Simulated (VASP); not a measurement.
Wanted: the native input for a VASP 6.6.1 run.

| Property | Result |
| --- | --- |
| Task | single point |
| Functional | PBE |
| Potentials or basis | VASP PAW PBE potentials, release 64 (La, Re) |
| Cutoff | 520 eV |
| k mesh | 10 × 10 × 10 |
| Occupations | gaussian, width 0.05 eV |
| Spin | no spin polarisation |
| Dipole correction | no |
| Further INCAR settings | ALGO = Normal; EDIFF = 1e-06; NBANDS = 16 |

The structure of LaRe lies in POSCAR:

```
LaRe
1.0
    3.5351220283      0.0000000000      0.0000000000
    0.0000000000      3.5351220283      0.0000000000
    0.0000000000      0.0000000000      3.5351220283
La Re
1 1
Direct
    0.0000000000      0.0000000000      0.0000000000
    0.5000000000      0.5000000000      0.5000000000
```

One way to write it, as run:

INCAR

```
  PREC = Accurate
  ENCUT = 520
  EDIFF = 1E-6
  ISMEAR = 0
  SIGMA = 0.05
  LREAL = F
  LASPH = T
  NELM = 80
  ALGO = Normal
  ISIF = 2
  LWAVE = F
  LCHARG = T
  GGA = PE
  LELF = T
  LVHAR = T
  NBANDS = 16
```

KPOINTS

```
regular mesh
0
Gamma
  10 10 10
```

Potentials or basis: VASP PAW PBE potentials, release 64 (La, Re).

Launch:

```sh
$ cat potpaw_PBE.64/La/POTCAR potpaw_PBE.64/Re/POTCAR > POTCAR
$ mpirun -np 1 vasp_std > vasp.out
```

Results of the run:

The pressure is 4.2 GPa. The band gap on the k mesh is zero (bands 9 and 10 overlap by 2.11 eV).

Caveat: the cell stands under pressure; spin-orbit coupling is left out, which moves the levels of the heavy elements.

Wall time 66 s on 1 thread of Intel(R) Xeon(R) Platinum 8375C CPU @ 2.90GHz (Ice Lake) (shared host), peak memory 0.2 GiB.
